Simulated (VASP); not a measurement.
# O (P6_3/mmc) in VASP: further runs

O is run at these levels: PBE; tasks: electric field gradients, single point.

Everything below comes from runs of VASP 6.6.1. Logs are shortened: lines on timing, memory, paths and dates and some standing lists are left out, and cuts for length are marked.

## Step 1: The cell of the first run

The structure is hexagonal, space group P6_3/mmc (No. 194). The conventional cell has a = 2.676 Å, b = 2.676 Å, c = 2.629 Å, α = 90.00°, β = 90.00°, γ = 120.00°. Within 2.7 Å of O (site symmetry -6m2) lie 14 O at 2.03 to 2.68 Å.

## Step 2: Electric field gradients, PBE

The input, INCAR:

```
ALGO = Normal
EDIFF = 1E-8
ENCUT = 520
GGA = PE
ISIF = 2
ISMEAR = -1
LASPH = True
LCHARG = False
LEFG = True
LREAL = False
LWAVE = False
NBANDS = 13
NELM = 80
PREC = Accurate
SIGMA = 0.08
```

The input, KPOINTS:

```
k-points
0
Gamma
  15 15 8
```

The input, POSCAR:

```
O
1.0
    2.6759481339      0.0000000000      0.0000000000
   -1.3379740670      2.3174390632      0.0000000000
    0.0000000000      0.0000000000      2.6292184533
O
2
Direct
    0.3333333333      0.6666666667      0.2500000000
    0.6666666667      0.3333333333      0.7500000000
```

Potentials or basis: VASP PAW PBE potentials, release 64 (O).

Started as:

```bash
$ cat potpaw_PBE.64/O/POTCAR > POTCAR
$ mpirun -np 1 vasp_std > vasp.out
```

OUTCAR:

```text
EDIFF = 1E-8
   ENCUT = 520
   GGA = PE
   ISIF = 2
   ISMEAR = -1
   LASPH = True
   LREAL = False
   NELM = 80
   PREC = Accurate

 ion  position               nearest neighbor table
   1  0.333  0.667  0.250-
   2  0.667  0.333  0.750-

  LATTYP: Found a hexagonal cell.
 ALAT       =     2.6759481339
 C/A-ratio  =     0.9825371501

  Lattice vectors:

 A1 = (   2.6759481339,   0.0000000000,   0.0000000000)
 A2 = (  -1.3379740670,   2.3174390632,   0.0000000000)
 A3 = (   0.0000000000,   0.0000000000,   2.6292184533)

Analysis of symmetry for initial positions (statically):
=====================================================================
 Subroutine PRICEL returns:
 Original cell was already a primitive cell.

 Routine SETGRP: Setting up the symmetry group for a
 hexagonal supercell.

 Subroutine GETGRP returns: Found 24 space group operations
 (whereof 12 operations were pure point group operations)
 out of a pool of 24 trial point group operations.

The static configuration has the point symmetry D_3d.
 The point group associated with its full space group is D_6h.

Analysis of symmetry for dynamics (positions and initial velocities):
=====================================================================
 Subroutine PRICEL returns:
 Original cell was already a primitive cell.

 Routine SETGRP: Setting up the symmetry group for a
 hexagonal supercell.

 Subroutine GETGRP returns: Found 24 space group operations
 (whereof 12 operations were pure point group operations)
 out of a pool of 24 trial point group operations.

The dynamic configuration has the point symmetry D_3d.
 The point group associated with its full space group is D_6h.

 Subroutine INISYM returns: Found 24 space group operations
 (whereof 12 operations are pure point group operations),
 and found     1 'primitive' translations

----------------------------------------------------------------------------------------

                                     Primitive cell

  volume of cell :      16.3047

  direct lattice vectors                    reciprocal lattice vectors
     2.675948134  0.000000000  0.000000000     0.373699321  0.215755403  0.000000000
    -1.337974067  2.317439063  0.000000000     0.000000000  0.431510807  0.000000000
     0.000000000  0.000000000  2.629218453     0.000000000  0.000000000  0.380341161

  length of vectors
     2.675948134  2.675948134  2.629218453     0.431510807  0.431510807  0.380341161

  position of ions in fractional coordinates (direct lattice)
     0.333333333  0.666666667  0.250000000
     0.666666667  0.333333333  0.750000000

  ion indices of the primitive-cell ions
   primitive index   ion index
                 1           1
                 2           2

----------------------------------------------------------------------------------------

 KPOINTS: k-points

Automatic generation of k-mesh.
 Grid dimensions read from file:
 generate k-points for:   15   15    8

 Generating k-lattice:

  Cartesian coordinates                     Fractional coordinates (reciprocal lattice)
     0.024913288  0.014383694  0.000000000     0.066666667  0.000000000  0.000000000
     0.000000000  0.028767387  0.000000000     0.000000000  0.066666667  0.000000000
     0.000000000  0.000000000  0.047542645     0.000000000  0.000000000  0.125000000

  Length of vectors
     0.028767387  0.028767387  0.047542645

  Shift w.r.t. Gamma in fractional coordinates (k-lattice)
     0.000000000  0.000000000  0.000000000

 Subroutine IBZKPT returns following result:
 ===========================================

 Found    135 irreducible k-points:

 Following reciprocal coordinates:
            Coordinates               Weight
  0.000000  0.000000  0.000000      1.000000
  0.066667  0.000000  0.000000      6.000000
  0.133333  0.000000  0.000000      6.000000
  0.200000 -0.000000  0.000000      6.000000
  0.266667  0.000000  0.000000      6.000000
  0.333333  0.000000  0.000000      6.000000
[... 16 lines left out ...]
  0.333333  0.200000  0.000000     12.000000
  0.400000  0.200000  0.000000      6.000000
 [... further k-points ...]
   k-points           NKPTS =    135   k-points in BZ     NKDIM =    135   number of bands    NBANDS=     13
   number of dos      NEDOS =    301   number of ions     NIONS =      2
   total plane-waves  NPLWV =   8000
   dimension x,y,z NGX =    20 NGY =   20 NGZ =   20
   dimension x,y,z NGXF=    40 NGYF=   40 NGZF=   40
   ions per type =               2
   NGX,Y,Z   is equivalent  to a cutoff of  12.43, 12.43, 12.65 a.u.
   NGXF,Y,Z  is equivalent  to a cutoff of  24.85, 24.85, 25.29 a.u.
 SYSTEM =  unknown system
   PREC   = accura    normal or accurate (medium, high low for compatibility)
   ISTART =      0    job   : 0-new  1-cont  2-samecut
   ICHARG =      2    charge: 1-file 2-atom 10-const
   ISPIN  =      1    spin polarized calculation?
   LNONCOLLINEAR =      F non collinear calculations
   LSORBIT =      F    spin-orbit coupling
   LASPH  =      T    aspherical Exc in radial PAW
   ENCUT  =  520.0 eV  38.22 Ry    6.18 a.u.   4.98  4.98  4.89*2*pi/ulx,y,z
   NELM   =     80;   NELMIN=  2; NELMDL= -5     # of ELM steps
   EDIFF  = 0.1E-07   stopping-criterion for ELM
   LREAL  =      F    real-space projection
   EDIFFG = 0.1E-06   stopping-criterion for IOM
   NSW    =      0    number of steps for IOM
   IBRION =     -1    ionic relax: 0-MD 1-quasi-New 2-CG
   NFREE  =      0    steps in history (QN), initial steepest desc. (CG)
   ISIF   =      2    stress and relaxation
   ISYM   =      2    0-nonsym 1-usesym 2-fastsym
   POTIM  = 0.5000    time-step for ionic-motion
   TEBEG  =    0.0;   TEEND  =   0.0 temperature during run
   PSTRESS=    0.0 pullay stress
   NELECT =      12.0000    total number of electrons
   NUPDOWN=      -1.0000    fix difference up-down
   EMIN   =  10.00;   EMAX   =-10.00  energy-range for DOS
   EFERMI =   0.00;   METHOD = LEGACY
   ISMEAR =    -1;   SIGMA  =   0.08  broadening in eV -4-tet -1-fermi 0-gaus
   EFERMI_NEDOS =   21; number of points for ismear=-14 and -15
   IALGO  =     38    algorithm
   IMIX   =      4    mixing-type and parameters
     AMIX     =   0.40;   BMIX     =  1.00
     AMIX_MAG =   1.60;   BMIX_MAG =  1.00
  volume/ion in A,a.u.               =       8.15        55.01
  Fermi-wavevector in a.u.,A,eV,Ry     =   1.478079  2.793165 29.724892  2.184718
  Thomas-Fermi vector in A             =   2.592404
   LORBIT       =      0    0 simple, 1 ext, 2 COOP (PROOUT), +10 PAW based schemes
   GGA     = PE    functional components
   LHFCALC =     F    Hartree Fock is set to
   AEXX    =    0.0000 exact exchange contribution
   IVDW    =     0    specifies the selected vdW correction
   LEPSILON=     F    determine dielectric tensor
   LRPA    =     F    only Hartree local field effects (RPA)
 non-spin polarized calculation
  energy-cutoff  :      520.00
  volume of cell :       16.30
 maximum number of plane-waves:       453
 NGX is ok and might be reduce to    20
   NGX =  9   NGY =  9   NGZ =  9

 number of electron      11.9999999 magnetization

 Free energy of the ion-electron system (eV)
  ---------------------------------------------------
  ext. energy  EPLUGINS =         0.00000000
  ---------------------------------------------------
  free energy    TOTEN  =        -5.81241794 eV

  energy without entropy =       -5.78863598  energy(sigma->0) =       -5.80052696

 E-fermi :   2.1743     XC(G=0): -11.7634

 val. band max:        2.1593407103   @ k =   0.2000   0.0667   0.0000
 cond. band min:       2.1791493652   @ k =   0.3333   0.1333   0.0000
 fundamental gap:      0.0198086549
 Fermi energy:         2.1743239597

 k-point     1 :       0.0000    0.0000    0.0000
  band No.  band energies     occupation
      1     -19.6166      2.00000
      2     -11.4295      2.00000
      3      -2.3134      2.00000
      4      -0.5414      2.00000
      5      -0.5414      2.00000
      6       2.7914      0.00089
      7       2.7914      0.00089
      8       4.3983      0.00000
      9      17.1897      0.00000
     10      19.3367      0.00000
     11      27.7518      0.00000
     12      27.7518      0.00000
     13      33.3189      0.00000
[... 354 lines left out ...]
  band No.  band energies     occupation
      1     -16.3544      2.00000
      2     -14.8349      2.00000
      3      -3.9781      2.00000
      4      -0.3011      2.00000
      5       0.2404      2.00000
      6       1.3960      1.99988
      7       1.5462      1.99922
      8       3.6688      0.00000
      9      18.2732      0.00000
     10      24.0411      0.00000
     11      25.2371      0.00000
     12      27.1718      0.00000
     13      33.7716      0.00000

 [... further k-points ...]

------------------------ aborting loop because EDIFF is reached ----------------------------------------

  FORCE on cell =-STRESS in cart. coord.  units (eV):
  Direction    XX          YY          ZZ          XY          YZ          ZX
  --------------------------------------------------------------------------------------
  -------------------------------------------------------------------------------------
  Total       -0.0398519     -0.0398519     -0.0373880      0.0000000      0.0000000      0.0000000
  in kB       -3.9160373     -3.9160373     -3.6739281      0.0000000      0.0000000      0.0000000
  external PRESSURE =      -3.8353342 kB  Pullay stress =       0.0000000 kB

 VOLUME and BASIS-vectors are now :
 -----------------------------------------------------------------------------
  energy-cutoff  :      520.00
  volume of cell :       16.30
      direct lattice vectors                 reciprocal lattice vectors
     2.675948134  0.000000000  0.000000000     0.373699321  0.215755403  0.000000000
    -1.337974067  2.317439063  0.000000000     0.000000000  0.431510807  0.000000000
     0.000000000  0.000000000  2.629218453     0.000000000  0.000000000  0.380341161

 POSITION                                       TOTAL-FORCE (eV/Angst)
 -----------------------------------------------------------------------------------
     -0.00000      1.54496      0.65730         0.000000     -0.000000      0.000000
      1.33797      0.77248      1.97191         0.000000      0.000000      0.000000
 -----------------------------------------------------------------------------------
    total drift:                               -0.000000      0.000000     -0.000000

  FREE ENERGIE OF THE ION-ELECTRON SYSTEM (eV)
  ---------------------------------------------------
  free  energy   TOTEN  =        -5.8124179444 eV

  energy  without entropy=       -5.7886359762  energy(sigma->0) =       -5.80052696

 Electric field gradients (V/A^2)
---------------------------------------------------------------------
 ion       V_xx      V_yy      V_zz      V_xy      V_xz      V_yz
---------------------------------------------------------------------
   1     -28.308   -28.310    56.619    -0.002     0.000    -0.000
   2     -28.308   -28.310    56.619    -0.002    -0.000     0.000
---------------------------------------------------------------------

 Electric field gradients after diagonalization (V/A^2)
 (convention: |V_zz| > |V_xx| > |V_yy|)
----------------------------------------------------------------------
 ion       V_xx      V_yy      V_zz     asymmetry (V_yy - V_xx)/ V_zz
----------------------------------------------------------------------
   1     -28.312   -28.307    56.619       0.000
   2     -28.312   -28.307    56.619       0.000
----------------------------------------------------------------------

           NMR quadrupolar parameters

 Cq : quadrupolar parameter    Cq=e*Q*V_zz/h
 eta: asymmetry parameters     (V_yy - V_xx)/ V_zz
 Q  : nuclear electric quadrupole moment in mb (millibarn)
----------------------------------------------------------------------
 ion       Cq(MHz)       eta       Q (mb)
----------------------------------------------------------------------
   1       0.137       0.000       1.000
   2       0.137       0.000       1.000
----------------------------------------------------------------------
```

Wall time 24 s (1 thread of Intel Xeon Platinum 8259CL at 2.50GHz (Skylake/Cascade Lake), shared host); peak memory 0.13 GiB.

What came out:

```yaml
Free_energy: -5.8124 eV
Pressure: -0.4 GPa
Band_gap_on_the_k_mesh: zero (bands 6 and 7 overlap by 1.90 eV)
Largest_electric_field_gradient_by_atom: O +56.6 V/Å²
```

Levels at points of the mesh, in eV from the Fermi level:
```tsv
k point	band 4	band 5	band 6	band 7	band 8	band 9
(0.00, 0.00, 0.00)	-2.72	-2.72	0.62	0.62	2.22	15.02
(0.00, 0.00, 0.50)	-1.66	-0.91	-0.91	-0.91	-0.91	18.87
```

Electric field gradients, principal values (V/Å²):
```csv
atom,least,middle,greatest (by size)
1 O,-28.307,-28.312,56.619
2 O,-28.307,-28.312,56.619
```

Caveat: without QUAD_EFG the Cq values of the log hold for a quadrupole moment of 1 mb, not for the nuclei.

(Part 1 of 3 ends here.)
